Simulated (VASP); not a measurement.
# Sb: electric field gradients with PBE

Sb:

```
CELL_PARAMETERS angstrom
3.17050 0.00000 0.00000
0.00000 3.17050 0.00000
0.00000 0.00000 3.17050
ATOMIC_POSITIONS crystal
Sb 0.00000 0.00000 0.00000
```

This cell differs from its parent crystal: volume scaled by 1.01.

* Program: VASP 6.6.1
* Task: electric field gradients
* Functional: PBE
* Potentials or basis: VASP PAW PBE potentials, release 64 (Sb)
* Cutoff: 520 eV
* k mesh: 13 × 13 × 13
* Occupations: fermi-dirac, width 0.05 eV
* Spin: no spin polarisation
* Dipole correction: no
* Further INCAR settings: ALGO = Normal; EDIFF = 1e-08; NBANDS = 8

```json
{
 "Pressure": "-3.0 GPa"
}
```

Levels at points of the mesh, in eV from the Fermi level:
```csv
k point,band 1,band 2,band 3,band 4,band 5,band 6
"(0.00, 0.00, 0.00)",-11.95,3.04,3.04,3.04,6.80,6.80
```

It took 24 s on 1 thread of Intel Xeon 8259CL (shared host), peak memory 0.15 GiB.

Caveat: without QUAD_EFG the Cq values of the log hold for a quadrupole moment of 1 mb, not for the nuclei; spin-orbit coupling is left out, which moves the levels of the heavy elements.
